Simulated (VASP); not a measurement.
Wanted: the native input for a VASP 6.6.1 run.

```yaml
Task: single point
Functional: BLYP
Potentials_or_basis: VASP PAW PBE potentials, release 64 (Au)
Cutoff: 520 eV
k_mesh: 13 × 13 × 13
Occupations: fermi-dirac, width 0.1 eV
Spin: no spin polarisation
Dipole_correction: no
Further_INCAR_settings: ALGO = Normal; EDIFF = 1e-06; NBANDS = 12
```

The structure of Au lies in POSCAR:

```
Au
1.0
    2.7778313485      0.0000000000      0.0000000000
    0.0000000000      2.7778313485      0.0000000000
    0.0000000000      0.0000000000      2.7778313485
Au
1
Direct
    0.0000000000      0.0000000000      0.0000000000
```

This cell differs from its parent crystal: volume scaled by 0.96.

One way to write it, as run:

INCAR

```
  AGGAC = 1.0
  AGGAX = 1.0
  ALDAC = 0.0
  ALDAX = 1.0
  ALGO = Normal
  EDIFF = 1E-6
  ENCUT = 520
  GGA = B5
  ISIF = 2
  ISMEAR = -1
  LASPH = T
  LCHARG = F
  LREAL = F
  LWAVE = F
  NBANDS = 12
  NELM = 80
  PREC = Accurate
  SIGMA = 0.1
```

KPOINTS

```
k-points
0
Gamma
  13 13 13
```

Potentials or basis: VASP PAW PBE potentials, release 64 (Au).

Command:

```sh
$ cat potpaw_PBE.64/Au/POTCAR > POTCAR
$ mpirun -np 1 vasp_std > vasp.out
```

It gave:

```json
{
  "Pressure": "4.3 GPa"
}
```

Caveat: the PAW data sets were made with another functional, which shifts forces and pressure a little.

Wall time 17 s on 1 thread of Intel Xeon 6975P-C, on a shared host, peak memory 0.15 GiB.
